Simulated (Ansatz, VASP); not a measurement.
# CdSe in VASP and in Ansatz

```
Cd Se
1.0
     0.00000    3.07027    3.07027
     3.07027    0.00000    3.07027
     3.07027    3.07027    0.00000
Cd Se
1 1
Direct
  0.00000 0.00000 0.00000
  0.75000 0.75000 0.75000
```

Alike in both runs: task single point; functional PBEsol; k mesh 4 × 4 × 4; no spin polarisation.

|  | VASP | Ansatz |
| --- | --- | --- |
| version | VASP 6.6.1 | Ansatz 0.2.0 |
| potentials or method | VASP PAW PBE potentials, release 64 (Cd, Se), cutoff 520 eV | plane waves, PAW |
| occupations | gaussian, width 0.01 eV | fixed |
| valence electrons in the cell | 18 | 36 |

```tsv
	VASP	Ansatz	Ansatz less VASP
gap on the k mesh at the Fermi level (eV)	0.41	0.41	-0.001
```

VASP's potentials were made for PBE, not for PBEsol. VASP's potentials hold 18 valence electrons a cell and Ansatz's 36, so a difference there can come from the potentials and not from the codes.

The k mesh is coarse, so the values compare programs but aren't converged.
